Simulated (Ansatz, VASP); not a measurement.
## Si in VASP and in Ansatz

Contents of INCAR:

```
ALGO = Normal
EDIFF = 1E-6
ENCUT = 500
GGA = CA
GGA_COMPAT = F
ISIF = 2
ISMEAR = 0
LASPH = T
LCHARG = F
LREAL = F
LWAVE = F
NBANDS = 11
NELM = 120
PREC = Accurate
SIGMA = 0.02
```

KPOINTS

```
k-points
0
Gamma
  10 10 10
```

The input POSCAR:

```
Si
1.0
    0.0000000000      2.7007989451      2.7007989451
    2.7007989451      0.0000000000      2.7007989451
    2.7007989451      2.7007989451      0.0000000000
Si
2
Direct
    0.5000000000      0.5000000000      0.5000000000
    0.7500000000      0.7500000000      0.7500000000
```

Input for Ansatz:

```yaml
crystal:
  lattice:
    - [0.0, 2.7007989451, 2.7007989451]
    - [2.7007989451, 0.0, 2.7007989451]
    - [2.7007989451, 2.7007989451, 0.0]
  atoms:
    - { symbol: Si, position: [0.5, 0.5, 0.5] }
    - { symbol: Si, position: [0.75, 0.75, 0.75] }
kpoints:
  mp_grid: { grid: [10, 10, 10] }
hamiltonian:
  xc: lda
  pseudopotentials: { kind: paw, azcp: { folder: soft_1 } }
scf:
  occupations: { method: gaussian, width: 0.02 }
output:
  forces: true
  eigenvalues: true
  stress: true
```

Alike in both runs: task single point; functional LDA; k mesh 10 × 10 × 10; occupations gaussian, width 0.02 eV; no spin polarisation.

|  | VASP | Ansatz |
| --- | --- | --- |
| version | VASP 6.6.1 | Ansatz 0.2.0 |
| potentials or method | VASP PAW LDA potentials, release 64 (Si) | scalar-relativistic, plane waves, PAW |
| plane-wave cutoff (eV) | 500 | 420 |
| valence electrons in the cell | 8 | 8 |

```csv
,VASP,Ansatz,Ansatz less VASP
gap on the k mesh at the Fermi level (eV),0.45,0.45,+0.003
pressure (GPa),0.1,0.0,-0.06
```

Ansatz warns that its potentials were made for another functional, while VASP's fit it. LDA's correlation is that of Perdew and Zunger in VASP and of Perdew and Wang (1992) in Ansatz.
